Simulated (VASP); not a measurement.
HfO2: single point with PBE

The system is HfO2.

```
Hf O
1.0
     5.91338    0.09366   -0.02632
     0.09366    6.16923   -0.02935
    -0.02632   -0.02935    5.66607
Hf O
6 12
Direct
  0.21589 0.26101 0.86601
  0.71753 0.05388 0.79386
  0.62716 0.59684 0.08700
  0.43969 0.05980 0.36052
  0.91149 0.25023 0.33884
  0.14923 0.68797 0.58751
  0.17870 0.03872 0.12667
  0.97588 0.01704 0.56109
  0.66401 0.28875 0.57849
  0.80596 0.72589 0.80560
  0.37824 0.01434 0.68215
  0.17648 0.37453 0.52526
  0.86828 0.59456 0.31819
  0.72191 0.95806 0.19279
  0.88600 0.32537 0.97677
  0.39308 0.70241 0.35992
  0.28132 0.57638 0.91620
  0.45322 0.31196 0.10578
```

```yaml
Program: VASP 6.6.1
Task: single point
Functional: PBE
Potentials_or_basis: VASP PAW PBE potentials, release 64 (Hf_pv, O)
Cutoff: 520 eV
k_mesh: 1 × 1 × 1
Occupations: fermi-dirac, width 0.1241 eV
Spin: no spin polarisation
```

* Pressure: 13.1 GPa
* Largest force: 6.203 eV/Å
* Band gap on the k mesh: 3.36 eV

Forces in eV/Å, atoms in the order of the input:
```
Hf  -0.735  0.464  1.670
Hf   2.794 -1.891  4.836
Hf   0.376  2.030 -1.230
Hf  -1.721 -0.234 -5.955
Hf   0.826  0.443 -2.368
Hf  -1.364  1.259  0.793
O   -0.517  0.364  1.204
O    0.512 -1.738  2.070
O   -1.584  0.292 -2.413
O   -1.194  0.697  0.083
O    0.953 -1.664  3.921
O    0.013 -1.560 -0.920
O    1.039 -1.482  1.727
O   -1.777  1.627 -0.949
O   -0.698 -1.428 -0.670
O    0.874  2.011 -0.182
O   -1.012  2.486 -3.100
O    3.215 -1.675  1.484
```

Stress tensor (GPa, compression positive):
```
 12.75  -2.20   3.36
 -2.20  12.10 -13.85
  3.36 -13.85  14.49
```

Levels at points of the mesh, in eV from the valence-band top:
```
           k point  band 63  band 64  band 65  band 66  band 67  band 68  band 69  band 70
(0.00, 0.00, 0.00)    -0.59    -0.45    -0.05     0.00     3.36     3.94     4.11     4.34
```

Run time: 27 s on 1 thread of AMD EPYC 9R45 96-Core Processor (Zen 5), with other jobs on the host, peak memory 0.25 GiB.

Caveat: the k points lie up to 1.11 Å⁻¹ apart; spin-orbit coupling is left out, which moves the levels of the heavy elements.
